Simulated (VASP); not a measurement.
Runs of VASP 6.6.1 on Re2Au. The structure is that of space group I4/mmm (No. 139), or close to it. The cells are those of the table. 

```csv
task,cell,k mesh,cutoff (eV),gap on the mesh (eV),pressure (GPa),largest force (eV/Å)
single point,"a = 5.016 Å, angles 141.7, 141.7, 55.2°, 3 atoms",20 × 20 × 20,520,none,-0.7,0.09
single point,"a = 5.012 Å, angles 141.7, 141.7, 55.3°, 3 atoms",8 × 8 × 8,520,none,-0.7,(a)
single point,"a = 4.720 Å, angles 138.6, 138.6, 59.9°, 3 atoms",8 × 8 × 8,520,none,13.6,1.49
relaxation of cell and atoms,"relaxed from a = 4.720 Å, angles 138.6, 138.6, 59.9°, 3 atoms",8 × 8 × 8,600,none,0.1,0.01
```

Alike in all rows: level PBE; potentials or basis VASP PAW PBE potentials, release 64 (Re, Au); no spin polarisation; smearing gaussian 0.1 eV.

Problem. Fill in the values left out.

Solution. (a) 0.10.

Caveats: spin-orbit coupling is left out, which moves the levels of the heavy elements; forces of over 1 eV/Å act on the atoms, so gaps and moduli don't describe the material at rest (some runs).

A k mesh can miss the band edges, and the runs leave out spin-orbit coupling on Au, Re.

A gap of «none» marks levels without a gap at the run's occupations.
